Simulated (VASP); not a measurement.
# Mg2CuSi3 (R-3m) in VASP: single point with PBE

Aim: the single point of Mg2CuSi3 with PBE.

Program: VASP 6.6.1. These are calculated values, not measurements. Logs are shortened: lines on timing, memory, paths and dates and some standing lists are left out, and cuts for length are marked.

### 1 The cell of the first run

The structure is trigonal, space group R-3m (No. 166). Conventional cell: a = 5.336 Å, b = 5.336 Å, c = 11.584 Å, α = 90.00°, β = 90.00°, γ = 120.00°. Cu (site symmetry -3m) has 6 Si at 2.47 Å and 6 Mg at 3.11 Å within 3.3 Å. Within 3.3 Å of Si (site symmetry 2/m) lie 2 Cu at 2.47 Å and 4 Si at 2.67 Å and 6 Mg at 2.84 to 3.05 Å. Within 3.7 Å of Mg (site symmetry 3m) lie 9 Si at 2.84 to 3.05 Å and 4 Mg at 2.95 to 3.21 Å and 3 Cu at 3.11 Å.

### 2 Single point, PBE

Contents of INCAR:

```
ALGO = Normal
EDIFF = 1E-6
ENCUT = 520
GGA = PE
ISIF = 2
ISMEAR = -1
LASPH = True
LCHARG = False
LREAL = False
LWAVE = False
NBANDS = 22
NELM = 80
PREC = Accurate
SIGMA = 0.05
```

Contents of KPOINTS:

```
k-points
0
Gamma
  6 6 6
```

Contents of POSCAR:

```
Mg2CuSi3
1.0
    2.6680118973      1.5403773871      3.8613185812
   -2.6680118973      1.5403773871      3.8613185812
    0.0000000000     -3.0807547742      3.8613185812
Cu Si Mg
1 3 2
Direct
    0.0000000000      0.0000000000      0.0000000000
    0.0000000000      0.0000000000      0.5000000000
    0.5000000000      0.0000000000      0.0000000000
    0.0000000000      0.5000000000      0.0000000000
    0.3727150000      0.3727150000      0.3727150000
    0.6272850000      0.6272850000      0.6272850000
```

Potentials or basis: VASP PAW PBE potentials, release 64 (Cu, Si, Mg).

Launch:

```console
$ cat potpaw_PBE.64/Cu/POTCAR potpaw_PBE.64/Si/POTCAR potpaw_PBE.64/Mg/POTCAR > POTCAR
$ mpirun -np 1 vasp_std > vasp.out
```

OUTCAR:

```text
EDIFF = 1E-6
   ENCUT = 520
   GGA = PE
   ISIF = 2
   ISMEAR = -1
   LASPH = True
   LREAL = False
   NELM = 80
   PREC = Accurate

 ion  position               nearest neighbor table
   1  0.000  0.000  0.000-   2 2.47   2 2.47   4 2.47   3 2.47   4 2.47   3 2.47   6 3.11   5 3.11
                             6 3.11   5 3.11   6 3.11   5 3.11
   2  0.000  0.000  0.500-   1 2.47   1 2.47   3 2.67   4 2.67   4 2.67   3 2.67   6 2.84   5 2.84
                             6 3.05   5 3.05   6 3.05   5 3.05
   3  0.500  0.000  0.000-   1 2.47   1 2.47   2 2.67   2 2.67   4 2.67   4 2.67   6 2.84   5 2.84
                             6 3.05   5 3.05   5 3.05   6 3.05
   4  0.000  0.500  0.000-   1 2.47   1 2.47   2 2.67   2 2.67   3 2.67   3 2.67   6 2.84   5 2.84
                             6 3.05   5 3.05   6 3.05   5 3.05
   5  0.373  0.373  0.373-   2 2.84   3 2.84   4 2.84   6 2.95   3 3.05   4 3.05   4 3.05   3 3.05
                             2 3.05   2 3.05   1 3.11   1 3.11   1 3.11   6 3.21   6 3.21   6 3.21
   6  0.627  0.627  0.627-   2 2.84   3 2.84   4 2.84   5 2.95   3 3.05   4 3.05   3 3.05   4 3.05
                             2 3.05   2 3.05   1 3.11   1 3.11   1 3.11   5 3.21   5 3.21   5 3.21

  LATTYP: Found a trigonal (rhomboedric) cell.
 ALAT       =     4.9397197455
 COS(alpha) =     0.4165536874

  Lattice vectors:

 A1 = (   2.6680118973,   1.5403773871,   3.8613185812)
 A2 = (  -2.6680118973,   1.5403773871,   3.8613185812)
 A3 = (   0.0000000000,  -3.0807547742,   3.8613185812)

Analysis of symmetry for initial positions (statically):
=====================================================================
 Subroutine PRICEL returns:
 Original cell was already a primitive cell.

 Routine SETGRP: Setting up the symmetry group for a
 trigonal (rhombohedral) supercell.

 Subroutine GETGRP returns: Found 12 space group operations
 (whereof 12 operations were pure point group operations)
 out of a pool of 12 trial point group operations.

The static configuration has the point symmetry D_3d.

Analysis of symmetry for dynamics (positions and initial velocities):
=====================================================================
 Subroutine PRICEL returns:
 Original cell was already a primitive cell.

 Routine SETGRP: Setting up the symmetry group for a
 trigonal (rhombohedral) supercell.

 Subroutine GETGRP returns: Found 12 space group operations
 (whereof 12 operations were pure point group operations)
 out of a pool of 12 trial point group operations.

The dynamic configuration has the point symmetry D_3d.

 Subroutine INISYM returns: Found 12 space group operations
 (whereof 12 operations are pure point group operations),
 and found     1 'primitive' translations

----------------------------------------------------------------------------------------

                                     Primitive cell

  volume of cell :      95.2142

  direct lattice vectors                    reciprocal lattice vectors
     2.668011897  1.540377387  3.861318581     0.187405461  0.108198593  0.086326297
    -2.668011897  1.540377387  3.861318581    -0.187405461  0.108198593  0.086326297
     0.000000000 -3.080754774  3.861318581     0.000000000 -0.216397187  0.086326297

  length of vectors
     4.939719746  4.939719746  4.939719746     0.232980626  0.232980626  0.232980626

  position of ions in fractional coordinates (direct lattice)
     0.000000000  0.000000000  0.000000000
     0.000000000  0.000000000  0.500000000
     0.500000000  1.000000000  0.000000000
     1.000000000  0.500000000  0.000000000
     0.372715000  0.372715000  0.372715000
     0.627285000  0.627285000  0.627285000

  ion indices of the primitive-cell ions
   primitive index   ion index
                 1           1
                 2           2
                 3           3
                 4           4
                 5           5
                 6           6

----------------------------------------------------------------------------------------

 KPOINTS: k-points

Automatic generation of k-mesh.
 Grid dimensions read from file:
 generate k-points for:    6    6    6

 Generating k-lattice:

  Cartesian coordinates                     Fractional coordinates (reciprocal lattice)
     0.031234244  0.018033099  0.014387716     0.166666667 -0.000000000  0.000000000
    -0.031234244  0.018033099  0.014387716    -0.000000000  0.166666667  0.000000000
     0.000000000 -0.036066198  0.014387716     0.000000000  0.000000000  0.166666667

  Length of vectors
     0.038830104  0.038830104  0.038830104

  Shift w.r.t. Gamma in fractional coordinates (k-lattice)
     0.000000000  0.000000000  0.000000000

 Subroutine IBZKPT returns following result:
 ===========================================

 Found     32 irreducible k-points:

 Following reciprocal coordinates:
            Coordinates               Weight
  0.000000  0.000000  0.000000      1.000000
  0.166667  0.000000  0.000000      6.000000
  0.333333  0.000000  0.000000      6.000000
  0.500000  0.000000  0.000000      3.000000
  0.166667  0.166667  0.000000      6.000000
  0.333333  0.166667  0.000000     12.000000
[... 16 lines left out ...]
  0.500000  0.500000  0.166667      6.000000
 -0.333333  0.500000  0.166667     12.000000
 [... further k-points ...]
   k-points           NKPTS =     32   k-points in BZ     NKDIM =     32   number of bands    NBANDS=     22
   number of dos      NEDOS =    301   number of ions     NIONS =      6
   total plane-waves  NPLWV =  64000
   dimension x,y,z NGX =    40 NGY =   40 NGZ =   40
   dimension x,y,z NGXF=    80 NGYF=   80 NGZF=   80
   ions per type =               1   3   2
   NGX,Y,Z   is equivalent  to a cutoff of  13.46, 13.46, 13.46 a.u.
   NGXF,Y,Z  is equivalent  to a cutoff of  26.92, 26.92, 26.92 a.u.
 SYSTEM =  unknown system
   PREC   = accura    normal or accurate (medium, high low for compatibility)
   ISTART =      0    job   : 0-new  1-cont  2-samecut
   ICHARG =      2    charge: 1-file 2-atom 10-const
   ISPIN  =      1    spin polarized calculation?
   LNONCOLLINEAR =      F non collinear calculations
   LSORBIT =      F    spin-orbit coupling
   LASPH  =      T    aspherical Exc in radial PAW
   ENCUT  =  520.0 eV  38.22 Ry    6.18 a.u.   9.18  9.18  9.18*2*pi/ulx,y,z
   NELM   =     80;   NELMIN=  2; NELMDL= -5     # of ELM steps
   EDIFF  = 0.1E-05   stopping-criterion for ELM
   LREAL  =      F    real-space projection
   EDIFFG = 0.1E-04   stopping-criterion for IOM
   NSW    =      0    number of steps for IOM
   IBRION =     -1    ionic relax: 0-MD 1-quasi-New 2-CG
   NFREE  =      0    steps in history (QN), initial steepest desc. (CG)
   ISIF   =      2    stress and relaxation
   ISYM   =      2    0-nonsym 1-usesym 2-fastsym
   POTIM  = 0.5000    time-step for ionic-motion
   TEBEG  =    0.0;   TEEND  =   0.0 temperature during run
   PSTRESS=    0.0 pullay stress
   NELECT =      27.0000    total number of electrons
   NUPDOWN=      -1.0000    fix difference up-down
   EMIN   =  10.00;   EMAX   =-10.00  energy-range for DOS
   EFERMI =   0.00;   METHOD = LEGACY
   ISMEAR =    -1;   SIGMA  =   0.05  broadening in eV -4-tet -1-fermi 0-gaus
   EFERMI_NEDOS =   21; number of points for ismear=-14 and -15
   IALGO  =     38    algorithm
   IMIX   =      4    mixing-type and parameters
     AMIX     =   0.40;   BMIX     =  1.00
     AMIX_MAG =   1.60;   BMIX_MAG =  1.00
  volume/ion in A,a.u.               =      15.87       107.09
  Fermi-wavevector in a.u.,A,eV,Ry     =   1.075546  2.032486 15.739197  1.156798
  Thomas-Fermi vector in A             =   2.211405
   LORBIT       =      0    0 simple, 1 ext, 2 COOP (PROOUT), +10 PAW based schemes
   GGA     = PE    functional components
   LHFCALC =     F    Hartree Fock is set to
   AEXX    =    0.0000 exact exchange contribution
   IVDW    =     0    specifies the selected vdW correction
   LEPSILON=     F    determine dielectric tensor
   LRPA    =     F    only Hartree local field effects (RPA)
 non-spin polarized calculation
  energy-cutoff  :      520.00
  volume of cell :       95.21
 maximum number of plane-waves:      2580
 NGX is ok and might be reduce to    40
   NGX = 19   NGY = 19   NGZ = 19

 number of electron      26.9999994 magnetization

 Free energy of the ion-electron system (eV)
  ---------------------------------------------------
  ext. energy  EPLUGINS =         0.00000000
  ---------------------------------------------------
  free energy    TOTEN  =       -22.71091072 eV

  energy without entropy =      -22.68960209  energy(sigma->0) =      -22.70025641

 E-fermi :   7.2368     XC(G=0): -10.4289

 val. band max:        7.2279501433   @ k =   0.5000   0.1667   0.0000
 cond. band min:       7.2556688754   @ k =  -0.3333  -0.3333   0.1667
 fundamental gap:      0.0277187321
 Fermi energy:         7.2368149648

 k-point     1 :       0.0000    0.0000    0.0000
  band No.  band energies     occupation
      1      -5.1253      2.00000
      2       0.8813      2.00000
      3       0.8813      2.00000
      4       1.2357      2.00000
      5       2.6035      2.00000
      6       3.1300      2.00000
[... 14 lines left out ...]
     21      13.3960      0.00000
     22      14.2293      0.00000

 k-point     2 :       0.1667    0.0000    0.0000
  band No.  band energies     occupation
      1      -4.9306      2.00000
      2      -0.3253      2.00000
      3       0.7555      2.00000
      4       1.9791      2.00000
      5       2.3912      2.00000
      6       2.9457      2.00000
[... 14 lines left out ...]
     21      12.3034      0.00000
     22      12.3490      0.00000

 k-point     3 :       0.3333    0.0000    0.0000
  band No.  band energies     occupation
      1      -4.3805      2.00000
      2      -1.7512      2.00000
      3       0.5548      2.00000
      4       1.9494      2.00000
      5       2.3967      2.00000
      6       2.8065      2.00000
[... 14 lines left out ...]
     21      11.6758      0.00000
     22      13.5317      0.00000

 k-point     4 :       0.5000    0.0000    0.0000
  band No.  band energies     occupation
      1      -3.8453      2.00000
      2      -2.6056      2.00000
      3       0.4711      2.00000
      4       1.8483      2.00000
      5       2.3589      2.00000
      6       2.8137      2.00000
[... 14 lines left out ...]
     21      12.5436      0.00000
     22      13.4048      0.00000

 k-point     5 :       0.1667    0.1667    0.0000
  band No.  band energies     occupation
      1      -4.8599      2.00000
      2      -0.2258      2.00000
      3       0.6335      2.00000
      4       1.7005      2.00000
      5       2.4755      2.00000
      6       2.8496      2.00000
[... 14 lines left out ...]
     21      12.3674      0.00000
     22      12.9110      0.00000

 k-point     6 :       0.3333    0.1667    0.0000
  band No.  band energies     occupation
      1      -4.4192      2.00000
      2      -1.3004      2.00000
      3       0.2308      2.00000
      4       2.0770      2.00000
      5       2.2381      2.00000
      6       2.6153      2.00000
[... 14 lines left out ...]
     21      12.3290      0.00000
     22      12.4828      0.00000

 k-point     7 :       0.5000    0.1667    0.0000
  band No.  band energies     occupation
      1      -3.7643      2.00000
      2      -2.4306      2.00000
      3      -0.1126      2.00000
      4       2.0171      2.00000
      5       2.4538      2.00000
      6       2.6429      2.00000
[... 324 lines left out ...]
      6       2.4516      2.00000
[... 14 lines left out ...]
     21      12.7794      0.00000
     22      12.9306      0.00000

 k-point    21 :      -0.3333    0.3333    0.1667
  band No.  band energies     occupation
      1      -3.3810      2.00000
      2      -2.5203      2.00000
      3      -0.3427      2.00000
      4       1.1893      2.00000
      5       2.1329      2.00000
      6       2.6410      2.00000
[... 14 lines left out ...]
     21      12.9273      0.00000
     22      13.2522      0.00000

 k-point    22 :      -0.1667    0.3333    0.1667
  band No.  band energies     occupation
      1      -3.8893      2.00000
      2      -2.0530      2.00000
      3      -0.3202      2.00000
      4       1.8154      2.00000
      5       2.2057      2.00000
      6       2.6318      2.00000
[... 14 lines left out ...]
     21      12.7527      0.00000
     22      12.9135      0.00000

 k-point    23 :       0.5000    0.5000    0.1667
  band No.  band energies     occupation
      1      -3.5778      2.00000
      2      -1.9272      2.00000
      3       0.2119      2.00000
      4       0.6985      2.00000
      5       1.1798      2.00000
      6       2.5980      2.00000
[... 14 lines left out ...]
     21      12.1802      0.00000
     22      13.1849      0.00000

 k-point    24 :      -0.3333    0.5000    0.1667
  band No.  band energies     occupation
      1      -3.1087      2.00000
      2      -2.6267      2.00000
      3      -0.4585      2.00000
      4       0.9682      2.00000
      5       1.9476      2.00000
      6       2.6256      2.00000
[... 14 lines left out ...]
     21      12.2231      0.00000
     22      13.0880      0.00000

 [... further k-points ...]
[... 5 lines left out ...]
  --------------------------------------------------------------------------------------
  -------------------------------------------------------------------------------------
  Total       -0.5737710     -0.5737710      1.1241056      0.0000000      0.0000000      0.0000000
  in kB       -9.6548920     -9.6548920     18.9154167      0.0000000      0.0000000      0.0000000
  external PRESSURE =      -0.1314558 kB  Pullay stress =       0.0000000 kB

 VOLUME and BASIS-vectors are now :
 -----------------------------------------------------------------------------
  energy-cutoff  :      520.00
  volume of cell :       95.21
      direct lattice vectors                 reciprocal lattice vectors
     2.668011897  1.540377387  3.861318581     0.187405461  0.108198593  0.086326297
    -2.668011897  1.540377387  3.861318581    -0.187405461  0.108198593  0.086326297
     0.000000000 -3.080754774  3.861318581     0.000000000 -0.216397187  0.086326297

 POSITION                                       TOTAL-FORCE (eV/Angst)
 -----------------------------------------------------------------------------------
      0.00000      0.00000      0.00000         0.000000     -0.000000     -0.000000
      0.00000     -1.54038      1.93066        -0.000000     -0.000000     -0.000000
      1.33401      0.77019      1.93066         0.000000     -0.000000     -0.000000
     -1.33401      0.77019      1.93066         0.000000     -0.000000     -0.000000
      0.00000      0.00000      4.31751         0.000000      0.000000      0.092773
      0.00000      0.00000      7.26644         0.000000     -0.000000     -0.092773
 -----------------------------------------------------------------------------------
    total drift:                               -0.000000      0.000000     -0.000000

  FREE ENERGIE OF THE ION-ELECTRON SYSTEM (eV)
  ---------------------------------------------------
  free  energy   TOTEN  =       -22.7109107212 eV

  energy  without entropy=      -22.6896020912  energy(sigma->0) =      -22.70025641
```

Run time: 81 s. Hardware: 1 thread of Intel Xeon Platinum 8488C (Sapphire Rapids), shared host; peak memory 0.28 GiB.

What came out:

```yaml
Free_energy: -22.7109 eV
Pressure: 0.0 GPa
Largest_force: 0.093 eV/Å
```

Forces in eV/Å, atoms in the order of the input:
```
Cu   0.000  0.000  0.000
Si   0.000  0.000  0.000
Si   0.000  0.000  0.000
Si   0.000  0.000  0.000
Mg   0.000  0.000  0.093
Mg   0.000  0.000 -0.093
```
